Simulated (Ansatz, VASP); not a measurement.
Two plane-wave programs on Ba

```
Ba
1.0
     1.95500   -3.65000    0.00000
     1.95500    3.65000    0.00000
     0.00000    0.00000    5.70000
Ba
1
Direct
  0.00000 0.00000 0.00000
```

Alike in both runs: task single point; functional PBE; dispersion D3(BJ); k mesh 16 × 16 × 10; occupations gaussian, width 0.15 eV; no spin polarisation.

|  | VASP | Ansatz |
| --- | --- | --- |
| version | VASP 6.6.1 | Ansatz 0.2.0 |
| potentials or method | VASP PAW PBE potentials, release 64 (Ba_sv), cutoff 520 eV | scalar-relativistic, plane waves, PAW |
| valence electrons in the cell | 10 | 10 |

|  | VASP | Ansatz | Ansatz less VASP |
| --- | --- | --- | --- |
| gap on the k mesh at the Fermi level (eV) | none | none | - |
| pressure (GPa) | 0.2 | 0.2 | -0.05 |
| traceless stress, the component that is largest in VASP (GPa) | -2.78 | -2.72 | +0.055 |

A gap of «none» marks a metal or a gap that the smearing closes.

Neither program's run includes spin-orbit coupling.
